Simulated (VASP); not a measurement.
MgI2:

```
Mg I
1.0
     4.15370    0.00000    0.00000
    -2.07685    3.59721    0.00000
     0.00000    0.00000    6.86200
Mg I
1 2
Cartesian
  0.0000 0.0000 0.0000
  0.0000 2.3981 5.1989
  2.0769 1.1991 1.6631
```

- Program: VASP 6.6.1
- Task: relaxation of cell and atoms
- Functional: PBE
- Potentials or basis: VASP PAW PBE potentials, release 64 (Mg, I)
- Cutoff: 600 eV
- k mesh: 6 × 6 × 4
- Occupations: gaussian, width 0.02 eV
- Spin: no spin polarisation

At the start: pressure 1.2 GPa; volume 34.18 Å³/atom.

Q: How do energy, volume and symmetry change on relaxing?

A: Over 27 steps the energy falls by 14.3 meV/atom and the volume is 39.76 Å³/atom (+16.3 %); space group P-3m1 (No. 164, to 0.05 Å).

The path:
```
step  energy change (eV)  largest force (eV/Å)  pressure (GPa)  volume (Å³)
   1              0.0000                0.0282            1.21       102.53
   2             -0.0149                0.1555            0.06       106.40
   3             -0.0150                0.1645            0.02       106.60
   4             -0.0177                0.1478            0.01       107.02
   5             -0.0245                0.0989            0.01       108.28
   6             -0.0326                0.0065            0.04       110.82
   7             -0.0305                0.1750            0.24       115.96
   8             -0.0341                0.0863            0.14       113.22
   9             -0.0374                0.0409           -0.01       114.50
  10             -0.0400                0.0447           -0.27       116.97
  11             -0.0420                0.0209           -0.02       116.59
  12             -0.0421                0.0169            0.03       116.52
  13             -0.0421                0.0143            0.03       116.66
  14             -0.0423                0.0066            0.04       117.07
  15             -0.0426                0.0100            0.06       117.90
  16             -0.0425                0.0429            0.11       119.57
  17             -0.0426                0.0246            0.08       118.61
  18             -0.0427                0.0210            0.07       118.81
  19             -0.0428                0.0096            0.01       119.40
  20             -0.0427                0.0119           -0.10       120.58
  21             -0.0428                0.0021           -0.03       119.83
  22             -0.0428                0.0041           -0.03       119.74
  23             -0.0428                0.0074           -0.02       119.57
  24             -0.0428                0.0090            0.00       119.48
  25             -0.0428                0.0074            0.00       119.46
  26             -0.0428                0.0036            0.01       119.41
  27             -0.0428                0.0047            0.01       119.29
```

Final structure:
```yaml
crystal:
  lattice:
    - [4.20257, 0.00000, 0.00000]
    - [-2.10129, 3.63954, 0.00000]
    - [0.00000, 0.00000, 7.79902]
  atoms:
    - { symbol: Mg, position: [0.00000, 0.00000, 0.00000] }
    - { symbol: I, position: [0.33333, 0.66667, 0.78547] }
    - { symbol: I, position: [0.66667, 0.33333, 0.21453] }
```

Caveat: the volume moved by over 15 % at a fixed basis, so the end points are rough; this functional lacks dispersion, which binds the layers, so the pressure and a relaxed spacing across them are unreliable; the volume moved by +16 % from the deposited cell, more than functionals usually miss.
